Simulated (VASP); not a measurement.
Hg, 2 atoms in the cell. It takes space group Fd-3m (No. 227, cubic). The conventional cell has a = 6.240 Å, b = 6.240 Å, c = 6.240 Å, α = 90.00°, β = 90.00°, γ = 90.00°. Hg (site symmetry -43m) has 4 Hg at 2.70 Å within 3.6 Å. 

| Quantity | Value |
| --- | --- |
| Program | VASP 6.6.1 |
| Task | relaxation of cell and atoms |
| Functional | PBEsol |
| Potentials or basis | VASP PAW PBE potentials, release 64 (Hg) |
| Cutoff | 500 eV |
| k mesh | 7 × 7 × 7 |
| Occupations | fermi-dirac, width 0.1 eV |
| Spin | no spin polarisation |
| Target pressure | 20 GPa |
| Dipole correction | no |
| Further INCAR settings | ALGO = Normal; EDIFF = 1e-07; IBRION = 2; EDIFFG = -0.03; NSW = 60; ISIF = 3 |

Potentials or basis: VASP PAW PBE potentials, release 64 (Hg).

Launch:

```console
$ cat potpaw_PBE.64/Hg/POTCAR > POTCAR
$ mpirun -np 1 vasp_std > vasp.out
```

Hardware: 1 thread of Intel(R) Xeon(R) Platinum 8559C (Emerald Rapids), with other jobs on the host.

How long does it take, and how much memory?

Wall time 38 s on 1 thread of Intel(R) Xeon(R) Platinum 8559C (Emerald Rapids), on a shared host, peak memory 0.19 GiB. Counts: scf iterations 50, k points 20, ion steps 5.
